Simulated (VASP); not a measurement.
# Se (P3_121) in VASP: further runs

Se is run at these levels: PBE+D3(BJ); tasks: single point.

All numbers are computed with VASP 6.6.1; they aren't measurements. Logs are shortened: lines on timing, memory, paths and dates and some standing lists are left out, and cuts for length are marked.

**1. The cell of the first run**

It takes space group P3_121 (No. 152, trigonal). The conventional cell has a = 4.014 Å, b = 4.014 Å, c = 5.267 Å, α = 90.00°, β = 90.00°, γ = 120.00°. Se (site symmetry 2) has 6 Se at 2.46 to 3.19 Å within 3.2 Å.

**2. Single point, PBE+D3(BJ) (volume 24.498 Å^3 an atom, c/a of the conventional cell 1.3122)**

The input, INCAR:

```
SYSTEM = Se
  PREC = Accurate
  ENCUT = 520
  EDIFF = 1E-6
  ISMEAR = 0
  SIGMA = 0.05
  LREAL = .FALSE.
  LASPH = .TRUE.
  NELM = 60
  ALGO = Normal
  ISIF = 2
  LWAVE = .FALSE.
  LCHARG = .FALSE.
  GGA = PE
  IVDW = 12
  NBANDS = 16
```

The input, KPOINTS:

```
Automatic mesh
0
G
  12 12 8
  0 0 0
```

The input, POSCAR:

```
Se
1.0
    4.0139576390      0.0000000000      0.0000000000
   -2.0069788195      3.4761892851      0.0000000000
    0.0000000000      0.0000000000      5.2671152139
Se
3
Direct
    0.2473450684      0.0000000000      0.3333333333
    0.0000000000      0.2473450684      0.6666666667
    0.7526549316      0.7526549316      0.0000000000
```

Potentials or basis: VASP PAW PBE potentials, release 64 (Se).

Run with:

```
$ cat potpaw_PBE.64/Se/POTCAR > POTCAR
$ mpirun -np 1 vasp_std > vasp.out
```

OUTCAR:

```text
SYSTEM = Se
   PREC = Accurate
   ENCUT = 520
   EDIFF = 1E-6
   ISMEAR = 0
   LREAL = .FALSE.
   LASPH = .TRUE.
   NELM = 60
   ISIF = 2
   GGA = PE
   IVDW = 12
 IVDW          = 12

 ion  position               nearest neighbor table
   1  0.247  0.000  0.333-   3 2.46   2 2.46
   2  0.000  0.247  0.667-   3 2.46   1 2.46
   3  0.753  0.753  0.000-   1 2.46   2 2.46

  LATTYP: Found a hexagonal cell.
 ALAT       =     4.0139576390
 C/A-ratio  =     1.3122000000

  Lattice vectors:

 A1 = (   4.0139576390,   0.0000000000,   0.0000000000)
 A2 = (  -2.0069788195,   3.4761892851,   0.0000000000)
 A3 = (   0.0000000000,   0.0000000000,   5.2671152139)

Analysis of symmetry for initial positions (statically):
=====================================================================
 Subroutine PRICEL returns:
 Original cell was already a primitive cell.

 Routine SETGRP: Setting up the symmetry group for a
 hexagonal supercell.

 Subroutine GETGRP returns: Found  6 space group operations
 (whereof  2 operations were pure point group operations)
 out of a pool of 24 trial point group operations.

The static configuration has the point symmetry C_2 .
 The point group associated with its full space group is D_3 .

Analysis of symmetry for dynamics (positions and initial velocities):
=====================================================================
 Subroutine PRICEL returns:
 Original cell was already a primitive cell.

 Routine SETGRP: Setting up the symmetry group for a
 hexagonal supercell.

 Subroutine GETGRP returns: Found  6 space group operations
 (whereof  2 operations were pure point group operations)
 out of a pool of 24 trial point group operations.

The dynamic configuration has the point symmetry C_2 .
 The point group associated with its full space group is D_3 .

 Subroutine INISYM returns: Found  6 space group operations
 (whereof  2 operations are pure point group operations),
 and found     1 'primitive' translations

----------------------------------------------------------------------------------------

                                     Primitive cell

  volume of cell :      73.4935

  direct lattice vectors                    reciprocal lattice vectors
     4.013957639  0.000000000  0.000000000     0.249130681  0.143835666  0.000000000
    -2.006978820  3.476189285  0.000000000     0.000000000  0.287671331  0.000000000
     0.000000000  0.000000000  5.267115214     0.000000000  0.000000000  0.189857248

  length of vectors
     4.013957639  4.013957639  5.267115214     0.287671331  0.287671331  0.189857248

  position of ions in fractional coordinates (direct lattice)
     0.247345068  0.000000000  0.333333333
     1.000000000  0.247345068  0.666666667
     0.752654932  0.752654932  0.000000000

  ion indices of the primitive-cell ions
   primitive index   ion index
                 1           1
                 2           2
                 3           3

----------------------------------------------------------------------------------------

 KPOINTS: Automatic mesh

Automatic generation of k-mesh.
 Grid dimensions read from file:
 generate k-points for:   12   12    8

 Generating k-lattice:

  Cartesian coordinates                     Fractional coordinates (reciprocal lattice)
     0.020760890  0.011986305  0.000000000     0.083333333 -0.000000000  0.000000000
     0.000000000  0.023972611  0.000000000     0.000000000  0.083333333  0.000000000
     0.000000000  0.000000000  0.023732156     0.000000000  0.000000000  0.125000000

  Length of vectors
     0.023972611  0.023972611  0.023732156

  Shift w.r.t. Gamma in fractional coordinates (k-lattice)
     0.000000000  0.000000000  0.000000000

 Subroutine IBZKPT returns following result:
 ===========================================

 Found    131 irreducible k-points:

 Following reciprocal coordinates:
            Coordinates               Weight
  0.000000  0.000000  0.000000      1.000000
  0.083333  0.000000  0.000000      6.000000
  0.166667  0.000000  0.000000      6.000000
  0.250000  0.000000  0.000000      6.000000
  0.333333 -0.000000  0.000000      6.000000
  0.416667  0.000000  0.000000      6.000000
[... 16 lines left out ...]
  0.166667  0.000000  0.125000      6.000000
  0.000000  0.166667  0.125000      6.000000
 [... further k-points ...]
   k-points           NKPTS =    131   k-points in BZ     NKDIM =    131   number of bands    NBANDS=     16
   number of dos      NEDOS =    301   number of ions     NIONS =      3
   total plane-waves  NPLWV =  36000
   dimension x,y,z NGX =    30 NGY =   30 NGZ =   40
   dimension x,y,z NGXF=    60 NGYF=   60 NGZF=   80
   ions per type =               3
   NGX,Y,Z   is equivalent  to a cutoff of  12.43, 12.43, 12.63 a.u.
   NGXF,Y,Z  is equivalent  to a cutoff of  24.85, 24.85, 25.25 a.u.
 SYSTEM =  Se
   PREC   = accura    normal or accurate (medium, high low for compatibility)
   ISTART =      0    job   : 0-new  1-cont  2-samecut
   ICHARG =      2    charge: 1-file 2-atom 10-const
   ISPIN  =      1    spin polarized calculation?
   LNONCOLLINEAR =      F non collinear calculations
   LSORBIT =      F    spin-orbit coupling
   LASPH  =      T    aspherical Exc in radial PAW
   ENCUT  =  520.0 eV  38.22 Ry    6.18 a.u.   7.46  7.46  9.79*2*pi/ulx,y,z
   NELM   =     60;   NELMIN=  2; NELMDL= -5     # of ELM steps
   EDIFF  = 0.1E-05   stopping-criterion for ELM
   LREAL  =      F    real-space projection
   EDIFFG = 0.1E-04   stopping-criterion for IOM
   NSW    =      0    number of steps for IOM
   IBRION =     -1    ionic relax: 0-MD 1-quasi-New 2-CG
   NFREE  =      0    steps in history (QN), initial steepest desc. (CG)
   ISIF   =      2    stress and relaxation
   ISYM   =      2    0-nonsym 1-usesym 2-fastsym
   POTIM  = 0.5000    time-step for ionic-motion
   TEBEG  =    0.0;   TEEND  =   0.0 temperature during run
   PSTRESS=    0.0 pullay stress
   NELECT =      18.0000    total number of electrons
   NUPDOWN=      -1.0000    fix difference up-down
   EMIN   =  10.00;   EMAX   =-10.00  energy-range for DOS
   EFERMI =   0.00;   METHOD = LEGACY
   ISMEAR =     0;   SIGMA  =   0.05  broadening in eV -4-tet -1-fermi 0-gaus
   EFERMI_NEDOS =   21; number of points for ismear=-14 and -15
   IALGO  =     38    algorithm
   IMIX   =      4    mixing-type and parameters
     AMIX     =   0.40;   BMIX     =  1.00
     AMIX_MAG =   1.60;   BMIX_MAG =  1.00
  volume/ion in A,a.u.               =      24.50       165.32
  Fermi-wavevector in a.u.,A,eV,Ry     =   1.024274  1.935597 14.274368  1.049136
  Thomas-Fermi vector in A             =   2.158052
   LORBIT       =      0    0 simple, 1 ext, 2 COOP (PROOUT), +10 PAW based schemes
   GGA     = PE    functional components
   LHFCALC =     F    Hartree Fock is set to
   AEXX    =    0.0000 exact exchange contribution
   IVDW    =    12    specifies the selected vdW correction
   LEPSILON=     F    determine dielectric tensor
   LRPA    =     F    only Hartree local field effects (RPA)
 non-spin polarized calculation
 Gauss-broadening in eV      SIGMA  =   0.05
  energy-cutoff  :      520.00
  volume of cell :       73.49
 maximum number of plane-waves:      2005
 NGX is ok and might be reduce to    30
   NGX = 15   NGY = 15   NGZ = 19

 number of electron      18.0000002 magnetization

 Free energy of the ion-electron system (eV)
  ---------------------------------------------------
  ext. energy  EPLUGINS =         0.00000000
  ---------------------------------------------------
  free energy    TOTEN  =       -10.41244745 eV

  energy without entropy =      -10.41244706  energy(sigma->0) =      -10.41244726

 E-fermi :   3.7725     XC(G=0):  -9.4487

 val. band max:        3.6480370148   @ k =   0.3333   0.3333   0.5000
 cond. band min:       3.8903005361   @ k =   0.3333   0.3333   0.5000
 fundamental gap:      0.2422635213
 Fermi energy:         3.7724975308

 k-point     1 :       0.0000    0.0000    0.0000
  band No.  band energies     occupation
      1     -12.2126      2.00000
      2      -8.3080      2.00000
      3      -8.3080      2.00000
      4       0.2466      2.00000
      5       0.3411      2.00000
      6       0.3411      2.00000
[... 8 lines left out ...]
     15      10.6056      0.00000
     16      12.1069      0.00000

 k-point     2 :       0.0833    0.0000    0.0000
  band No.  band energies     occupation
      1     -12.1647      2.00000
      2      -8.3234      2.00000
      3      -8.2939      2.00000
      4      -0.2366      2.00000
      5       0.1183      2.00000
      6       0.4264      2.00000
[... 8 lines left out ...]
     15      10.9420      0.00000
     16      11.9481      0.00000

 k-point     3 :       0.1667    0.0000    0.0000
  band No.  band energies     occupation
      1     -12.0260      2.00000
      2      -8.3792      2.00000
      3      -8.2541      2.00000
      4      -0.9015      2.00000
      5      -0.2818      2.00000
      6       0.2884      2.00000
[... 8 lines left out ...]
     15      11.5493      0.00000
     16      12.0292      0.00000

 k-point     4 :       0.2500    0.0000    0.0000
  band No.  band energies     occupation
      1     -11.8134      2.00000
      2      -8.4955      2.00000
      3      -8.1972      2.00000
      4      -1.4292      2.00000
      5      -0.6744      2.00000
      6       0.0706      2.00000
[... 8 lines left out ...]
     15      12.1045      0.00000
     16      12.5756      0.00000
[... 324 lines left out ...]
 k-point    22 :       0.0000    0.0833    0.1250
  band No.  band energies     occupation
      1     -12.0975      2.00000
      2      -9.1176      2.00000
      3      -7.4920      2.00000
      4      -0.2620      2.00000
      5      -0.0746      2.00000
      6       0.5936      2.00000
[... 8 lines left out ...]
     15      11.0994      0.00000
     16      11.6376      0.00000

 k-point    23 :       0.1667    0.0000    0.1250
  band No.  band energies     occupation
      1     -11.9610      2.00000
      2      -9.0649      2.00000
      3      -7.5884      2.00000
      4      -0.8910      2.00000
      5      -0.1181      2.00000
      6       0.3234      2.00000
[... 8 lines left out ...]
     15      11.4130      0.00000
     16      11.6526      0.00000

 k-point    24 :       0.0000    0.1667    0.1250
  band No.  band energies     occupation
      1     -11.9593      2.00000
      2      -9.0900      2.00000
      3      -7.5453      2.00000
      4      -0.8141      2.00000
      5      -0.6078      2.00000
      6       0.4088      2.00000
[... 8 lines left out ...]
     15      11.5052      0.00000
     16      12.2747      0.00000

 [... further k-points ...]

------------------------ aborting loop because EDIFF is reached ----------------------------------------

 Edisp (eV)   -1.06918

 E8    (eV) :    -0.4419

  FORCE on cell =-STRESS in cart. coord.  units (eV):
  Direction    XX          YY          ZZ          XY          YZ          ZX
  --------------------------------------------------------------------------------------
  -------------------------------------------------------------------------------------
  Total      -0.07827    -0.07827    -0.91976     0.00000     0.00000     0.00000
  in kB      -1.70629    -1.70629   -20.05089     0.00000     0.00000     0.00000
  external pressure =       -7.82 kB  Pullay stress =        0.00 kB

 VOLUME and BASIS-vectors are now :
 -----------------------------------------------------------------------------
  energy-cutoff  :      520.00
  volume of cell :       73.49
      direct lattice vectors                 reciprocal lattice vectors
     4.013957639  0.000000000  0.000000000     0.249130681  0.143835666  0.000000000
    -2.006978820  3.476189285  0.000000000     0.000000000  0.287671331  0.000000000
     0.000000000  0.000000000  5.267115214     0.000000000  0.000000000  0.189857248

 POSITION                                       TOTAL-FORCE (eV/Angst)
 -----------------------------------------------------------------------------------
      0.99283      0.00000      1.75571        -0.013388     -0.000000      0.000000
     -0.49642      0.85982      3.51141         0.006694     -0.011595     -0.000000
      1.51056      2.61637      0.00000         0.006694      0.011595     -0.000000
 -----------------------------------------------------------------------------------
    total drift:                                0.000000      0.000001      0.000000

  FREE ENERGIE OF THE ION-ELECTRON SYSTEM (eV)
  ---------------------------------------------------
  free  energy   TOTEN  =       -11.4816286020 eV

  energy  without entropy=      -11.4816282122  energy(sigma->0) =      -11.48162841
```

Wall time 59 s (1 thread of Intel Xeon 6975P-C (Granite Rapids), shared host); peak memory 0.26 GiB.

Results:

```yaml
Free_energy: -11.4816 eV
Pressure: -0.8 GPa
Largest_force: 0.013 eV/Å
Band_gap_on_the_k_mesh: 0.24 eV, direct
Dispersion_energy_per_atom: -0.356 eV
```

Forces on the atoms (eV/Å):
```
Se  -0.013  0.000  0.000
Se   0.007 -0.012  0.000
Se   0.007  0.012  0.000
```

Stress tensor (GPa, compression positive):
```
-0.17  0.00  0.00
 0.00 -0.17  0.00
 0.00  0.00 -2.01
```

 A k mesh can miss the band edges.

**3. Single point, PBE+D3(BJ) (volume 24.498 Å^3 an atom, c/a of the conventional cell 1.2108)**

The input, INCAR:

```
SYSTEM = Se
ALGO     = Normal         ! electronic algorithm
EDIFF    = 1E-6           ! SCF threshold, eV
ENCUT    = 520            ! plane-wave cutoff, eV
GGA      = PE             ! functional
ISIF     = 2              ! what is computed and relaxed
ISMEAR   = 0              ! smearing method
IVDW     = 12             ! dispersion correction
LASPH    = .TRUE.         ! aspherical terms in the spheres
LCHARG   = .FALSE.        ! write CHGCAR
LREAL    = .FALSE.        ! projectors in reciprocal space
LWAVE    = .FALSE.        ! write WAVECAR
NBANDS   = 16             ! bands
NELM     = 80             ! most SCF steps
PREC     = Accurate       ! precision mode
SIGMA    = 0.05           ! smearing width, eV
```

The input, KPOINTS:

```
k-points
0
G
  12 12 8
  0 0 0
```

The input, POSCAR:

```
Se
1.0
    4.1230188966      0.0000000000      0.0000000000
   -2.0615094483      3.5706391048      0.0000000000
    0.0000000000      0.0000000000      4.9921512800
Se
3
Direct
    0.2473450684      0.0000000000      0.3333333333
    0.0000000000      0.2473450684      0.6666666667
    0.7526549316      0.7526549316      0.0000000000
```

Potentials or basis: VASP PAW PBE potentials, release 64 (Se).

Run with:

```
$ cat potpaw_PBE.64/Se/POTCAR > POTCAR
$ mpirun -np 1 vasp_std > vasp.out
```

OUTCAR:

```text
SYSTEM = Se
   EDIFF = 1E-6
   ENCUT = 520
   GGA = PE
   ISIF = 2
   ISMEAR = 0
   IVDW = 12
   LASPH = .TRUE.
   LREAL = .FALSE.
   NELM = 80
   PREC = Accurate
 IVDW          = 12

 ion  position               nearest neighbor table
   1  0.247  0.000  0.333-   3 2.43   2 2.43
   2  0.000  0.247  0.667-   3 2.43   1 2.43
   3  0.753  0.753  0.000-   1 2.43   2 2.43

  LATTYP: Found a hexagonal cell.
 ALAT       =     4.1230188966
 C/A-ratio  =     1.2108000000

  Lattice vectors:

[... 649 lines left out ...]

 Edisp (eV)   -1.06774

 E8    (eV) :    -0.4410

  FORCE on cell =-STRESS in cart. coord.  units (eV):
  Direction    XX          YY          ZZ          XY          YZ          ZX
  --------------------------------------------------------------------------------------
  -------------------------------------------------------------------------------------
  Total       0.15287     0.15287     0.97548     0.00000     0.00000    -0.00000
  in kB       3.33266     3.33266    21.26561     0.00000     0.00000    -0.00000
  external pressure =        9.31 kB  Pullay stress =        0.00 kB

 VOLUME and BASIS-vectors are now :
 -----------------------------------------------------------------------------
  energy-cutoff  :      520.00
  volume of cell :       73.49
      direct lattice vectors                 reciprocal lattice vectors
     4.123018897  0.000000000  0.000000000     0.242540727  0.140030954  0.000000000
    -2.061509448  3.570639105  0.000000000     0.000000000  0.280061908  0.000000000
     0.000000000  0.000000000  4.992151280     0.000000000  0.000000000  0.200314442

 POSITION                                       TOTAL-FORCE (eV/Angst)
 -----------------------------------------------------------------------------------
      1.01981      0.00000      1.66405         0.052151      0.000000      0.000000
     -0.50990      0.88318      3.32810        -0.026075      0.045164     -0.000000
      1.55161      2.68746      0.00000        -0.026075     -0.045164     -0.000000
 -----------------------------------------------------------------------------------
    total drift:                                0.000001      0.000001      0.000000

  FREE ENERGIE OF THE ION-ELECTRON SYSTEM (eV)
  ---------------------------------------------------
  free  energy   TOTEN  =       -11.4804626887 eV

  energy  without entropy=      -11.4804626887  energy(sigma->0) =      -11.48046269
```

stdout:

```text
POSCAR found type information on POSCAR Se
 POSCAR found :  1 types and       3 ions
 scaLAPACK will be used
 LDA part: xc-table for (Slater+PW92), standard interpolation
 POSCAR, INCAR and KPOINTS ok, starting setup
 FFT: planning ... GRIDC
 FFT: planning ... GRID_SOFT
 FFT: planning ... GRID
 WAVECAR not read
 entering main loop
```

Run time: 50 s. Hardware: 1 thread of Intel Xeon 6975P-C (Granite Rapids), shared host; peak memory 0.27 GiB.

Results:

| Quantity | Value |
| --- | --- |
| Free energy | -11.4805 eV |
| Pressure | 0.9 GPa |
| Largest force | 0.052 eV/Å |
| Band gap on the k mesh | 0.72 eV, indirect (least direct gap 0.84 eV) |
| Dispersion energy per atom | -0.356 eV |

Forces on the atoms (eV/Å):
```
Se   0.052  0.000  0.000
Se  -0.026  0.045  0.000
Se  -0.026 -0.045  0.000
```

 A k mesh can miss the band edges.
